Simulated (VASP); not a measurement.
# ScGa3 (Pm-3m) in VASP: further runs, part 2 of 3

VASP 6.6.1. Earlier steps stand in the parts before.

## Step 4: Electric field gradients, LDA (17.00 Å³/atom)

This run uses another cell than the first one, of 17.00 Å³/atom.

INCAR reads:

```
PREC     = Accurate       # precision mode
ENCUT    = 520            # plane-wave cutoff, eV
EDIFF    = 1E-8           # SCF threshold, eV
ISMEAR   = -1             # smearing method
SIGMA    = 0.05           # smearing width, eV
LREAL    = False          # projectors in reciprocal space
LASPH    = True           # aspherical terms in the spheres
NELM     = 60             # most SCF steps
ALGO     = Normal         # electronic algorithm
ISIF     = 2              # what is computed and relaxed
LWAVE    = False          # write WAVECAR
LCHARG   = False          # write CHGCAR
GGA      = CA             # functional
LEFG     = True         
NBANDS   = 33             # bands
```

KPOINTS reads:

```
Automatic mesh
0
Gamma
  9 9 9
```

POSCAR reads:

```
ScGa3
1.0
    4.0813042455      0.0000000000      0.0000000000
    0.0000000000      4.0813042455      0.0000000000
    0.0000000000      0.0000000000      4.0813042455
Sc Ga
1 3
Direct
    0.0000000000      0.0000000000      0.0000000000
    0.0000000000      0.5000000000      0.5000000000
    0.5000000000      0.0000000000      0.5000000000
    0.5000000000      0.5000000000      0.0000000000
```

Potentials or basis: VASP PAW LDA potentials, release 64 (Sc_sv, Ga_d).

Run with:

```
$ cat potpaw_LDA.64/Sc_sv/POTCAR potpaw_LDA.64/Ga_d/POTCAR > POTCAR
$ mpirun -np 1 vasp_std > vasp.out
```

OUTCAR:

```text
PREC = Accurate
   ENCUT = 520
   EDIFF = 1E-8
   ISMEAR = -1
   LREAL = False
   LASPH = True
   NELM = 60
   ISIF = 2
   GGA = CA

 ion  position               nearest neighbor table
   1  0.000  0.000  0.000-   2 2.89   3 2.89   4 2.89   2 2.89   3 2.89   2 2.89   4 2.89   2 2.89
                             3 2.89   4 2.89   3 2.89   4 2.89
   2  0.000  0.500  0.500-   1 2.89   3 2.89   4 2.89   1 2.89   4 2.89   1 2.89   3 2.89   1 2.89
                             3 2.89   4 2.89   4 2.89   3 2.89
   3  0.500  0.000  0.500-   1 2.89   2 2.89   4 2.89   1 2.89   4 2.89   2 2.89   4 2.89   4 2.89
                             1 2.89   2 2.89   1 2.89   2 2.89
   4  0.500  0.500  0.000-   1 2.89   2 2.89   3 2.89   2 2.89   3 2.89   1 2.89   3 2.89   3 2.89
                             1 2.89   2 2.89   2 2.89   1 2.89

  LATTYP: Found a simple cubic cell.
 ALAT       =     4.0813042455

[... 1094 lines left out ...]
   1      -0.000    -0.000    -0.000     0.000     0.000     0.000
   2      63.304   -31.652   -31.652     0.000     0.000     0.000
   3     -31.652    63.304   -31.652    -0.000     0.000    -0.000
   4     -31.652   -31.652    63.304     0.000     0.000     0.000
---------------------------------------------------------------------

 Electric field gradients after diagonalization (V/A^2)
 (convention: |V_zz| > |V_xx| > |V_yy|)
----------------------------------------------------------------------
 ion       V_xx      V_yy      V_zz     asymmetry (V_yy - V_xx)/ V_zz
----------------------------------------------------------------------
   1      -0.000    -0.000    -0.000      -0.376
   2     -31.652   -31.652    63.304       0.000
   3     -31.652   -31.652    63.304       0.000
   4     -31.652   -31.652    63.304       0.000
----------------------------------------------------------------------

           NMR quadrupolar parameters

 Cq : quadrupolar parameter    Cq=e*Q*V_zz/h
 eta: asymmetry parameters     (V_yy - V_xx)/ V_zz
 Q  : nuclear electric quadrupole moment in mb (millibarn)
----------------------------------------------------------------------
 ion       Cq(MHz)       eta       Q (mb)
----------------------------------------------------------------------
   1      -0.000      -0.376       1.000
   2       0.153       0.000       1.000
   3       0.153       0.000       1.000
   4       0.153       0.000       1.000
----------------------------------------------------------------------
```

stdout:

```text
POSCAR found type information on POSCAR ScGa
 POSCAR found :  2 types and       4 ions
 scaLAPACK will be used
 LDA part: xc-table for (Slater(with rela. corr.)+CA(PZ))
 , standard interpolation
 POSCAR, INCAR and KPOINTS ok, starting setup
 FFT: planning ... GRIDC
 FFT: planning ... GRID_SOFT
 FFT: planning ... GRID
 WAVECAR not read
 entering main loop
ion   1

ion   2

ion   3

ion   4
```

It took 50 s on 1 thread of Intel Xeon Platinum 8488C (Sapphire Rapids), shared host; peak memory 0.19 GiB.

Results:

```
Free energy                             : -19.7796 eV
Pressure                                : -4.6 GPa
Band gap on the k mesh                  : zero (bands 25 and 26 overlap by 3.16 eV)
Largest electric field gradient by atom : Sc -0.0; Ga +63.3 V/Å²
```

Levels at points of the mesh, in eV from the Fermi level:
| k point | band 21 | band 22 | band 23 | band 24 | band 25 | band 26 | band 27 | band 28 | band 29 | band 30 |
| --- | --- | --- | --- | --- | --- | --- | --- | --- | --- | --- |
| (0.00, 0.00, 0.00) | -3.21 | -3.21 | -1.94 | -1.94 | -1.94 | 1.71 | 1.71 | 1.71 | 3.12 | 3.46 |

Electric field gradients, principal values (V/Å²):
```
atom    least   middle  greatest (by size)
1 Sc    0.000    0.000               0.000
2 Ga  -31.652  -31.652              63.304
3 Ga  -31.652  -31.652              63.304
4 Ga  -31.652  -31.652              63.304
```

Caveat: the cell stands under tension; without QUAD_EFG the Cq values of the log hold for a quadrupole moment of 1 mb, not for the nuclei.

## Step 5: Electric field gradients, LDA (17.51 Å³/atom)

This run uses another cell than the first one, of 17.51 Å³/atom.

INCAR reads:

```
PREC = Accurate
ENCUT = 520
EDIFF = 1E-8
ISMEAR = -1
SIGMA = 0.05
LREAL = F
LASPH = T
NELM = 80
ALGO = Normal
ISIF = 2
LWAVE = F
LCHARG = F
LEFG = T
NBANDS = 33
```

KPOINTS is that of step 4.

POSCAR reads:

```
ScGa3
1.0
    4.1221199956      0.0000000000      0.0000000000
    0.0000000000      4.1221199956      0.0000000000
    0.0000000000      0.0000000000      4.1221199956
Sc Ga
1 3
Direct
    0.0000000000      0.0000000000      0.0000000000
    0.0000000000      0.5000000000      0.5000000000
    0.5000000000      0.0000000000      0.5000000000
    0.5000000000      0.5000000000      0.0000000000
```

Potentials or basis: VASP PAW LDA potentials, release 64 (Sc_sv, Ga_d).

Run with:

```
$ cat potpaw_LDA.64/Sc_sv/POTCAR potpaw_LDA.64/Ga_d/POTCAR > POTCAR
$ mpirun -np 1 vasp_std > vasp.out
```

OUTCAR:

```text
PREC = Accurate
   ENCUT = 520
   EDIFF = 1E-8
   ISMEAR = -1
   LREAL = F
   LASPH = T
   NELM = 80
   ISIF = 2

 ion  position               nearest neighbor table
   1  0.000  0.000  0.000-   2 2.91   3 2.91   4 2.91   2 2.91   3 2.91   2 2.91   4 2.91   2 2.91
                             3 2.91   4 2.91   3 2.91   4 2.91
   2  0.000  0.500  0.500-   1 2.91   3 2.91   4 2.91   1 2.91   4 2.91   1 2.91   3 2.91   1 2.91
                             3 2.91   4 2.91   4 2.91   3 2.91
   3  0.500  0.000  0.500-   1 2.91   2 2.91   4 2.91   1 2.91   4 2.91   2 2.91   4 2.91   4 2.91
                             1 2.91   2 2.91   1 2.91   2 2.91
   4  0.500  0.500  0.000-   1 2.91   2 2.91   3 2.91   2 2.91   3 2.91   1 2.91   3 2.91   3 2.91
                             1 2.91   2 2.91   2 2.91   1 2.91

  LATTYP: Found a simple cubic cell.
 ALAT       =     4.1221199956

  Lattice vectors:

 A1 = (   4.1221199956,   0.0000000000,   0.0000000000)
 A2 = (   0.0000000000,   4.1221199956,   0.0000000000)
 A3 = (   0.0000000000,   0.0000000000,   4.1221199956)

Analysis of symmetry for initial positions (statically):
=====================================================================
 Subroutine PRICEL returns:
 Original cell was already a primitive cell.

 Routine SETGRP: Setting up the symmetry group for a
 simple cubic supercell.

 Subroutine GETGRP returns: Found 48 space group operations
 (whereof 48 operations were pure point group operations)
 out of a pool of 48 trial point group operations.

The static configuration has the point symmetry O_h .

Analysis of symmetry for dynamics (positions and initial velocities):
=====================================================================
 Subroutine PRICEL returns:
 Original cell was already a primitive cell.

 Routine SETGRP: Setting up the symmetry group for a
 simple cubic supercell.

 Subroutine GETGRP returns: Found 48 space group operations
 (whereof 48 operations were pure point group operations)
 out of a pool of 48 trial point group operations.

The dynamic configuration has the point symmetry O_h .

 Subroutine INISYM returns: Found 48 space group operations
 (whereof 48 operations are pure point group operations),
 and found     1 'primitive' translations

----------------------------------------------------------------------------------------

                                     Primitive cell

  volume of cell :      70.0425

  direct lattice vectors                    reciprocal lattice vectors
     4.122119996  0.000000000  0.000000000     0.242593617  0.000000000  0.000000000
     0.000000000  4.122119996  0.000000000     0.000000000  0.242593617  0.000000000
     0.000000000  0.000000000  4.122119996     0.000000000  0.000000000  0.242593617

  length of vectors
     4.122119996  4.122119996  4.122119996     0.242593617  0.242593617  0.242593617

  position of ions in fractional coordinates (direct lattice)
     0.000000000  0.000000000  0.000000000
     0.000000000  0.500000000  0.500000000
     0.500000000  0.000000000  0.500000000
[... 95 lines left out ...]
   ISMEAR =    -1;   SIGMA  =   0.05  broadening in eV -4-tet -1-fermi 0-gaus
   EFERMI_NEDOS =   21; number of points for ismear=-14 and -15
   IALGO  =     38    algorithm
   IMIX   =      4    mixing-type and parameters
     AMIX     =   0.40;   BMIX     =  1.00
     AMIX_MAG =   1.60;   BMIX_MAG =  1.00
  volume/ion in A,a.u.               =      17.51       118.17
  Fermi-wavevector in a.u.,A,eV,Ry     =   1.463112  2.764881 29.125942  2.140696
  Thomas-Fermi vector in A             =   2.579245
   LORBIT       =      0    0 simple, 1 ext, 2 COOP (PROOUT), +10 PAW based schemes
   GGA     = CA    functional components
   LHFCALC =     F    Hartree Fock is set to
   AEXX    =    0.0000 exact exchange contribution
   IVDW    =     0    specifies the selected vdW correction
   LEPSILON=     F    determine dielectric tensor
   LRPA    =     F    only Hartree local field effects (RPA)
 non-spin polarized calculation
  energy-cutoff  :      520.00
  volume of cell :       70.04
 maximum number of plane-waves:      1900
 NGX is ok and might be reduce to    32
   NGX = 15   NGY = 15   NGZ = 15

 number of electron      49.9999979 magnetization

 Free energy of the ion-electron system (eV)
  ---------------------------------------------------
  ext. energy  EPLUGINS =         0.00000000
  ---------------------------------------------------
  free energy    TOTEN  =       -19.70813730 eV

  energy without entropy =      -19.69900740  energy(sigma->0) =      -19.70357235

 E-fermi :   5.9972     XC(G=0): -11.7048

 val. band max:        5.9644868877   @ k =   0.3333   0.3333   0.0000
 cond. band min:       6.0586331261   @ k =   0.2222   0.2222   0.1111
 fundamental gap:      0.0941462384
 Fermi energy:         5.9972236978

 k-point     1 :       0.0000    0.0000    0.0000
  band No.  band energies     occupation
      1     -42.7993      2.00000
      2     -21.8118      2.00000
      3     -21.8118      2.00000
      4     -21.8118      2.00000
      5      -9.1767      2.00000
      6      -9.1539      2.00000
[... 853 lines left out ...]
     32      10.6722      0.00000
     33      11.7253      0.00000

 [... further k-points ...]

------------------------ aborting loop because EDIFF is reached ----------------------------------------

  FORCE on cell =-STRESS in cart. coord.  units (eV):
  Direction    XX          YY          ZZ          XY          YZ          ZX
  --------------------------------------------------------------------------------------
  -------------------------------------------------------------------------------------
  Total       -2.8573449     -2.8573449     -2.8573449      0.0000000     -0.0000000     -0.0000000
  in kB      -65.3598970    -65.3598970    -65.3598970      0.0000000     -0.0000000     -0.0000000
  external PRESSURE =     -65.3598970 kB  Pullay stress =       0.0000000 kB

 VOLUME and BASIS-vectors are now :
 -----------------------------------------------------------------------------
  energy-cutoff  :      520.00
  volume of cell :       70.04
      direct lattice vectors                 reciprocal lattice vectors
     4.122119996  0.000000000  0.000000000     0.242593617  0.000000000  0.000000000
     0.000000000  4.122119996  0.000000000     0.000000000  0.242593617  0.000000000
     0.000000000  0.000000000  4.122119996     0.000000000  0.000000000  0.242593617

 POSITION                                       TOTAL-FORCE (eV/Angst)
 -----------------------------------------------------------------------------------
      0.00000      0.00000      0.00000         0.000000      0.000000      0.000000
      0.00000      2.06106      2.06106         0.000000      0.000000      0.000000
      2.06106      0.00000      2.06106         0.000000      0.000000      0.000000
      2.06106      2.06106      0.00000         0.000000      0.000000      0.000000
 -----------------------------------------------------------------------------------
    total drift:                                0.000000     -0.000000     -0.000000

  FREE ENERGIE OF THE ION-ELECTRON SYSTEM (eV)
  ---------------------------------------------------
  free  energy   TOTEN  =       -19.7081373039 eV

  energy  without entropy=      -19.6990074010  energy(sigma->0) =      -19.70357235

 Electric field gradients (V/A^2)
---------------------------------------------------------------------
 ion       V_xx      V_yy      V_zz      V_xy      V_xz      V_yz
---------------------------------------------------------------------
   1       0.000     0.000     0.000    -0.000    -0.000     0.000
   2      62.128   -31.064   -31.064    -0.000    -0.000     0.000
   3     -31.064    62.128   -31.064    -0.000    -0.000    -0.000
   4     -31.064   -31.064    62.128     0.000     0.000     0.000
---------------------------------------------------------------------

 Electric field gradients after diagonalization (V/A^2)
 (convention: |V_zz| > |V_xx| > |V_yy|)
----------------------------------------------------------------------
 ion       V_xx      V_yy      V_zz     asymmetry (V_yy - V_xx)/ V_zz
----------------------------------------------------------------------
   1       0.000     0.000     0.000      -0.338
   2     -31.064   -31.064    62.128       0.000
   3     -31.064   -31.064    62.128       0.000
   4     -31.064   -31.064    62.128       0.000
----------------------------------------------------------------------

           NMR quadrupolar parameters

 Cq : quadrupolar parameter    Cq=e*Q*V_zz/h
 eta: asymmetry parameters     (V_yy - V_xx)/ V_zz
 Q  : nuclear electric quadrupole moment in mb (millibarn)
----------------------------------------------------------------------
 ion       Cq(MHz)       eta       Q (mb)
----------------------------------------------------------------------
   1       0.000      -0.338       1.000
   2       0.150       0.000       1.000
   3       0.150       0.000       1.000
   4       0.150       0.000       1.000
----------------------------------------------------------------------
```

OSZICAR:

```text
N       E                     dE             d eps       ncg     rms          rms(c)
DAV:   1     0.412922684783E+03    0.41292E+03   -0.23220E+04  2374   0.264E+03
DAV:   2     0.267586487498E+02   -0.38616E+03   -0.37677E+03  2310   0.603E+02
DAV:   3    -0.194299499385E+02   -0.46189E+02   -0.45242E+02  3006   0.177E+02
DAV:   4    -0.208839617180E+02   -0.14540E+01   -0.14431E+01  3195   0.341E+01
DAV:   5    -0.209134749116E+02   -0.29513E-01   -0.29490E-01  3108   0.488E+00    0.788E+00
DAV:   6    -0.198044603193E+02    0.11090E+01   -0.33998E+00  3097   0.151E+01    0.235E+00
DAV:   7    -0.197372524107E+02    0.67208E-01   -0.18000E-01  3057   0.380E+00    0.149E+00
DAV:   8    -0.197090800444E+02    0.28172E-01   -0.57689E-02  3105   0.178E+00    0.226E-01
DAV:   9    -0.197082234720E+02    0.85657E-03   -0.10859E-02  3064   0.118E+00    0.727E-02
DAV:  10    -0.197082241968E+02   -0.72485E-06   -0.12947E-03  3338   0.343E-01    0.683E-02
DAV:  11    -0.197081495509E+02    0.74646E-04   -0.72588E-04  3136   0.260E-01    0.262E-02
DAV:  12    -0.197081379738E+02    0.11577E-04   -0.99355E-05  3386   0.865E-02    0.596E-03
DAV:  13    -0.197081374061E+02    0.56773E-06   -0.43080E-06  3545   0.159E-02    0.325E-03
DAV:  14    -0.197081373039E+02    0.10223E-06   -0.69345E-07  3259   0.693E-03    0.361E-04
DAV:  15    -0.197081373039E+02   -0.18190E-10   -0.16170E-08  1820   0.119E-03
   1 F= -.19708137E+02 E0= -.19703572E+02  d E =-.912990E-02
```

Wall time 43 s (1 thread of Intel Xeon Platinum 8488C (Sapphire Rapids), shared host); peak memory 0.19 GiB.

Results:

```
Free energy                             : -19.7081 eV
Pressure                                : -6.5 GPa
Band gap on the k mesh                  : zero (bands 25 and 26 overlap by 3.11 eV)
Largest electric field gradient by atom : Sc +0.0; Ga +62.1 V/Å²
```

Electric field gradients, principal values (V/Å²):
| atom | least | middle | greatest (by size) |
| --- | --- | --- | --- |
| 1 Sc | 0.000 | 0.000 | 0.000 |
| 2 Ga | -31.064 | -31.064 | 62.128 |
| 3 Ga | -31.064 | -31.064 | 62.128 |
| 4 Ga | -31.064 | -31.064 | 62.128 |

Caveat: the cell stands under tension; without QUAD_EFG the Cq values of the log hold for a quadrupole moment of 1 mb, not for the nuclei.

(Continued in part 3 of 3.)
